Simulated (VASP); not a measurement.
# BN (F-43m) in VASP: a series of runs

BN is run at these levels: LDA; tasks: single point.

All numbers are computed with VASP 6.6.1; they aren't measurements. Logs are shortened: lines on timing, memory, paths and dates and some standing lists are left out, and cuts for length are marked.

### 1 The cell of the first run

Symmetry: F-43m, No. 216, cubic system. Conventional cell: a = 3.689 Å, b = 3.689 Å, c = 3.689 Å, α = 90.00°, β = 90.00°, γ = 90.00°. Within 2.1 Å of B (site symmetry -43m) lie 4 N at 1.60 Å. N (site symmetry -43m) has 4 B at 1.60 Å within 2.1 Å.

### 2 Single point, LDA

Contents of INCAR:

```
SYSTEM = BN
PREC     = Accurate       ! precision mode
ENCUT    = 600            ! plane-wave cutoff, eV
EDIFF    = 1E-6           ! SCF threshold, eV
ISMEAR   = 0              ! smearing method
SIGMA    = 0.05           ! smearing width, eV
LREAL    = .FALSE.        ! projectors in reciprocal space
LASPH    = .TRUE.         ! aspherical terms in the spheres
NELM     = 120            ! most SCF steps
ALGO     = Normal         ! electronic algorithm
ISIF     = 2              ! what is computed and relaxed
LWAVE    = .FALSE.        ! write WAVECAR
LCHARG   = .FALSE.        ! write CHGCAR
GGA      = CA             ! functional
NBANDS   = 11             ! bands
GGA_COMPAT= .FALSE.
```

Contents of KPOINTS:

```
regular mesh
0
G
  8 8 8
  0 0 0
```

Contents of POSCAR:

```
BN
1.0
    0.0000000000      1.8442538875      1.8442538875
    1.8442538875      0.0000000000      1.8442538875
    1.8442538875      1.8442538875      0.0000000000
B N
1 1
Direct
    0.0000000000      0.0000000000      0.0000000000
    0.2500000000      0.2500000000      0.2500000000
```

Potentials or basis: VASP PAW LDA potentials, release 64 (B, N).

The run is started by

```sh
$ cat potpaw_LDA.64/B/POTCAR potpaw_LDA.64/N/POTCAR > POTCAR
$ mpirun -np 1 vasp_std > vasp.out
```

OUTCAR:

```text
SYSTEM = BN
   PREC = Accurate
   ENCUT = 600
   EDIFF = 1E-6
   ISMEAR = 0
   LREAL = .FALSE.
   LASPH = .TRUE.
   NELM = 120
   ISIF = 2
   GGA = CA

 ion  position               nearest neighbor table
   1  0.000  0.000  0.000-   2 1.60   2 1.60   2 1.60   2 1.60
   2  0.250  0.250  0.250-   1 1.60   1 1.60   1 1.60   1 1.60

  LATTYP: Found a face centered cubic cell.
 ALAT       =     3.6885077750

  Lattice vectors:

 A1 = (   0.0000000000,   1.8442538875,   1.8442538875)
 A2 = (   1.8442538875,   0.0000000000,   1.8442538875)
 A3 = (   1.8442538875,   1.8442538875,   0.0000000000)

Analysis of symmetry for initial positions (statically):
=====================================================================
 Subroutine PRICEL returns:
 Original cell was already a primitive cell.

 Routine SETGRP: Setting up the symmetry group for a
 face centered cubic supercell.

 Subroutine GETGRP returns: Found 24 space group operations
 (whereof 24 operations were pure point group operations)
 out of a pool of 48 trial point group operations.

The static configuration has the point symmetry T_d .

Analysis of symmetry for dynamics (positions and initial velocities):
=====================================================================
 Subroutine PRICEL returns:
 Original cell was already a primitive cell.

 Routine SETGRP: Setting up the symmetry group for a
 face centered cubic supercell.

 Subroutine GETGRP returns: Found 24 space group operations
 (whereof 24 operations were pure point group operations)
 out of a pool of 48 trial point group operations.

The dynamic configuration has the point symmetry T_d .

 Subroutine INISYM returns: Found 24 space group operations
 (whereof 24 operations are pure point group operations),
 and found     1 'primitive' translations

----------------------------------------------------------------------------------------

                                     Primitive cell

  volume of cell :      12.5456

  direct lattice vectors                    reciprocal lattice vectors
     0.000000000  1.844253888  1.844253888    -0.271112347  0.271112347  0.271112347
     1.844253888  0.000000000  1.844253888     0.271112347 -0.271112347  0.271112347
     1.844253888  1.844253888  0.000000000     0.271112347  0.271112347 -0.271112347

  length of vectors
     2.608168860  2.608168860  2.608168860     0.469580360  0.469580360  0.469580360

  position of ions in fractional coordinates (direct lattice)
     0.000000000  0.000000000  0.000000000
     0.250000000  0.250000000  0.250000000

  ion indices of the primitive-cell ions
   primitive index   ion index
                 1           1
                 2           2

----------------------------------------------------------------------------------------

 KPOINTS: regular mesh

Automatic generation of k-mesh.
 Grid dimensions read from file:
 generate k-points for:    8    8    8

 Generating k-lattice:

  Cartesian coordinates                     Fractional coordinates (reciprocal lattice)
    -0.033889043  0.033889043  0.033889043     0.125000000  0.000000000  0.000000000
     0.033889043 -0.033889043  0.033889043     0.000000000  0.125000000  0.000000000
     0.033889043  0.033889043 -0.033889043     0.000000000  0.000000000  0.125000000

  Length of vectors
     0.058697545  0.058697545  0.058697545

  Shift w.r.t. Gamma in fractional coordinates (k-lattice)
     0.000000000  0.000000000  0.000000000

 Subroutine IBZKPT returns following result:
 ===========================================

 Found     29 irreducible k-points:

 Following reciprocal coordinates:
            Coordinates               Weight
  0.000000  0.000000  0.000000      1.000000
  0.125000  0.000000  0.000000      8.000000
  0.250000  0.000000  0.000000      8.000000
  0.375000  0.000000  0.000000      8.000000
  0.500000  0.000000  0.000000      4.000000
  0.125000  0.125000  0.000000      6.000000
[... 16 lines left out ...]
  0.500000  0.250000  0.125000     48.000000
 -0.375000  0.250000  0.125000     24.000000
 [... further k-points ...]
   k-points           NKPTS =     29   k-points in BZ     NKDIM =     29   number of bands    NBANDS=     11
   number of dos      NEDOS =    301   number of ions     NIONS =      2
   total plane-waves  NPLWV =  13824
   dimension x,y,z NGX =    24 NGY =   24 NGZ =   24
   dimension x,y,z NGXF=    48 NGYF=   48 NGZF=   48
   ions per type =               1   1
   NGX,Y,Z   is equivalent  to a cutoff of  15.30, 15.30, 15.30 a.u.
   NGXF,Y,Z  is equivalent  to a cutoff of  30.60, 30.60, 30.60 a.u.
 SYSTEM =  BN
   PREC   = accura    normal or accurate (medium, high low for compatibility)
   ISTART =      0    job   : 0-new  1-cont  2-samecut
   ICHARG =      2    charge: 1-file 2-atom 10-const
   ISPIN  =      1    spin polarized calculation?
   LNONCOLLINEAR =      F non collinear calculations
   LSORBIT =      F    spin-orbit coupling
   LASPH  =      T    aspherical Exc in radial PAW
   ENCUT  =  600.0 eV  44.10 Ry    6.64 a.u.   5.21  5.21  5.21*2*pi/ulx,y,z
   NELM   =    120;   NELMIN=  2; NELMDL= -5     # of ELM steps
   EDIFF  = 0.1E-05   stopping-criterion for ELM
   LREAL  =      F    real-space projection
   EDIFFG = 0.1E-04   stopping-criterion for IOM
   NSW    =      0    number of steps for IOM
   IBRION =     -1    ionic relax: 0-MD 1-quasi-New 2-CG
   NFREE  =      0    steps in history (QN), initial steepest desc. (CG)
   ISIF   =      2    stress and relaxation
   ISYM   =      2    0-nonsym 1-usesym 2-fastsym
   POTIM  = 0.5000    time-step for ionic-motion
   TEBEG  =    0.0;   TEEND  =   0.0 temperature during run
   PSTRESS=    0.0 pullay stress
   NELECT =       8.0000    total number of electrons
   NUPDOWN=      -1.0000    fix difference up-down
   EMIN   =  10.00;   EMAX   =-10.00  energy-range for DOS
   EFERMI =   0.00;   METHOD = LEGACY
   ISMEAR =     0;   SIGMA  =   0.05  broadening in eV -4-tet -1-fermi 0-gaus
   EFERMI_NEDOS =   21; number of points for ismear=-14 and -15
   IALGO  =     38    algorithm
   IMIX   =      4    mixing-type and parameters
     AMIX     =   0.40;   BMIX     =  1.00
     AMIX_MAG =   1.60;   BMIX_MAG =  1.00
  volume/ion in A,a.u.               =       6.27        42.33
  Fermi-wavevector in a.u.,A,eV,Ry     =   1.409097  2.662807 27.015094  1.985553
  Thomas-Fermi vector in A             =   2.531187
   LORBIT       =      0    0 simple, 1 ext, 2 COOP (PROOUT), +10 PAW based schemes
   GGA     = CA    functional components
   LHFCALC =     F    Hartree Fock is set to
   AEXX    =    0.0000 exact exchange contribution
   IVDW    =     0    specifies the selected vdW correction
   LEPSILON=     F    determine dielectric tensor
   LRPA    =     F    only Hartree local field effects (RPA)
 non-spin polarized calculation
 Gauss-broadening in eV      SIGMA  =   0.05
  energy-cutoff  :      600.00
  volume of cell :       12.55
 maximum number of plane-waves:       444
 NGX is ok and might be reduce to    24
   NGX = 11   NGY = 11   NGZ = 11

 number of electron       8.0000000 magnetization

 Free energy of the ion-electron system (eV)
  ---------------------------------------------------
  ext. energy  EPLUGINS =         0.00000000
  ---------------------------------------------------
  free energy    TOTEN  =       -19.31368028 eV

  energy without entropy =      -19.31368028  energy(sigma->0) =      -19.31368028

 E-fermi :   6.8506     XC(G=0): -12.8170

 val. band max:        6.6506273988   @ k =   0.0000   0.0000   0.0000
 cond. band min:      10.9209908381   @ k =   0.5000   0.5000   0.0000
 fundamental gap:      4.2703634393
 Fermi energy:         6.8505918851

 k-point     1 :       0.0000    0.0000    0.0000
  band No.  band energies     occupation
      1     -12.7502      2.00000
      2       6.6506      2.00000
      3       6.6506      2.00000
      4       6.6506      2.00000
      5      15.0508      0.00000
      6      15.0508      0.00000
      7      15.0508      0.00000
      8      16.1303      0.00000
      9      30.0215      0.00000
     10      33.7065      0.00000
     11      33.7065      0.00000

 k-point     2 :       0.1250    0.0000    0.0000
  band No.  band energies     occupation
      1     -12.3883      2.00000
      2       4.8606      2.00000
      3       6.2918      2.00000
      4       6.2918      2.00000
      5      15.2974      0.00000
      6      15.5848      0.00000
      7      15.5848      0.00000
      8      17.3454      0.00000
      9      29.7147      0.00000
     10      30.5977      0.00000
     11      30.5977      0.00000

 k-point     3 :       0.2500    0.0000    0.0000
  band No.  band energies     occupation
      1     -11.3388      2.00000
      2       1.4255      2.00000
      3       5.5845      2.00000
      4       5.5845      2.00000
      5      15.6585      0.00000
      6      16.4862      0.00000
      7      16.4862      0.00000
      8      19.3479      0.00000
      9      28.9770      0.00000
     10      29.5510      0.00000
     11      29.5510      0.00000

 k-point     4 :       0.3750    0.0000    0.0000
  band No.  band energies     occupation
      1      -9.7954      2.00000
      2      -1.8595      2.00000
      3       5.0194      2.00000
      4       5.0194      2.00000
      5      15.9673      0.00000
      6      16.8605      0.00000
      7      16.8605      0.00000
      8      20.6378      0.00000
      9      28.7252      0.00000
     10      30.8882      0.00000
     11      30.8882      0.00000
[... 239 lines left out ...]
 k-point    22 :       0.3750    0.2500    0.1250
  band No.  band energies     occupation
      1     -10.4458      2.00000
      2       1.1997      2.00000
      3       2.9215      2.00000
      4       4.7331      2.00000
      5      14.7807      0.00000
      6      17.8669      0.00000
      7      18.5306      0.00000
      8      19.2352      0.00000
      9      25.2589      0.00000
     10      31.1786      0.00000
     11      32.7394      0.00000

 k-point    23 :       0.5000    0.2500    0.1250
  band No.  band energies     occupation
      1      -9.0077      2.00000
      2      -1.1874      2.00000
      3       2.1345      2.00000
      4       3.8610      2.00000
      5      15.5964      0.00000
      6      17.4115      0.00000
      7      19.5484      0.00000
      8      20.4760      0.00000
      9      25.7676      0.00000
     10      30.7048      0.00000
     11      32.8616      0.00000

 k-point    24 :      -0.3750    0.2500    0.1250
  band No.  band energies     occupation
      1      -8.0822      2.00000
      2      -2.5733      2.00000
      3       2.0575      2.00000
      4       3.3902      2.00000
      5      15.8288      0.00000
      6      17.1857      0.00000
      7      20.1556      0.00000
      8      21.4869      0.00000
      9      25.1987      0.00000
     10      31.2000      0.00000
     11      32.9163      0.00000

 [... further k-points ...]
[... 5 lines left out ...]
  --------------------------------------------------------------------------------------
  -------------------------------------------------------------------------------------
  Total       -2.3452936     -2.3452936     -2.3452936      0.0000000      0.0000000     -0.0000000
  in kB     -299.5129976   -299.5129976   -299.5129976      0.0000000      0.0000000     -0.0000000
  external PRESSURE =    -299.5129976 kB  Pullay stress =       0.0000000 kB

 VOLUME and BASIS-vectors are now :
 -----------------------------------------------------------------------------
  energy-cutoff  :      600.00
  volume of cell :       12.55
      direct lattice vectors                 reciprocal lattice vectors
     0.000000000  1.844253888  1.844253888    -0.271112347  0.271112347  0.271112347
     1.844253888  0.000000000  1.844253888     0.271112347 -0.271112347  0.271112347
     1.844253888  1.844253888  0.000000000     0.271112347  0.271112347 -0.271112347

 POSITION                                       TOTAL-FORCE (eV/Angst)
 -----------------------------------------------------------------------------------
      0.00000      0.00000      0.00000         0.000000      0.000000     -0.000000
      0.92213      0.92213      0.92213        -0.000000     -0.000000      0.000000
 -----------------------------------------------------------------------------------
    total drift:                               -0.000000     -0.000000     -0.000000

  FREE ENERGIE OF THE ION-ELECTRON SYSTEM (eV)
  ---------------------------------------------------
  free  energy   TOTEN  =       -19.3136802762 eV

  energy  without entropy=      -19.3136802762  energy(sigma->0) =      -19.31368028
```

It took 7.9 s on 1 thread of Intel Xeon 8259CL, shared host; peak memory 0.12 GiB.

What came out:

* Free energy: -19.3137 eV
* Pressure: -30.0 GPa
* Band gap on the k mesh: 4.27 eV, indirect (least direct gap 8.40 eV)

A k mesh can miss the band edges. LDA gaps usually lie below the measured ones, often by a third to a half.

### 3 Single point, LDA

This run uses another cell than the first one, of 5.75 Å³/atom, 0.916 times its volume.

Contents of INCAR:

```
SYSTEM = BN
PREC = Accurate
ENCUT = 600
EDIFF = 1E-6
ISMEAR = 0
SIGMA = 0.05
LREAL = .FALSE.
LASPH = .TRUE.
NELM = 120
ALGO = Normal
ISIF = 2
LWAVE = .FALSE.
LCHARG = .TRUE.
LELF = .TRUE.
LVHAR = .TRUE.
NBANDS = 11
GGA_COMPAT = .FALSE.
```

Contents of KPOINTS:

```
Automatic mesh
0
G
  8 8 8
  0 0 0
```

Contents of POSCAR:

```
BN
1.0
    0.0000000000      1.7910422060      1.7910422060
    1.7910422060      0.0000000000      1.7910422060
    1.7910422060      1.7910422060      0.0000000000
B N
1 1
Direct
    0.0000000000      0.0000000000      0.0000000000
    0.2500000000      0.2500000000      0.2500000000
```

Potentials or basis: VASP PAW LDA potentials, release 64 (B, N).

The run is started by

```sh
$ cat potpaw_LDA.64/B/POTCAR potpaw_LDA.64/N/POTCAR > POTCAR
$ mpirun -np 1 vasp_std > vasp.out
```

Wall time 7 s (1 thread of Intel Xeon 8259CL, shared host); peak memory 0.11 GiB.

It converged, with:

| Property | Result |
| --- | --- |
| Free energy | -19.4162 eV |
| Pressure | 0.2 GPa |
| Band gap on the k mesh | 4.38 eV, indirect (least direct gap 8.81 eV) |

Levels at points of the mesh, in eV from the valence-band top:
```csv
k point,band 1,band 2,band 3,band 4,band 5,band 6,band 7,band 8
"(0.00, 0.00, 0.00)",-20.38,0.00,0.00,0.00,8.81,8.81,8.81,10.89
"(0.50, 0.00, 0.00)",-15.97,-10.97,-2.00,-2.00,10.57,10.72,10.72,15.29
"(0.50, 0.50, 0.00)",-14.56,-9.06,-5.06,-5.06,4.38,9.30,18.12,18.12
```

A k mesh can miss the band edges. LDA gaps usually lie below the measured ones, often by a third to a half.
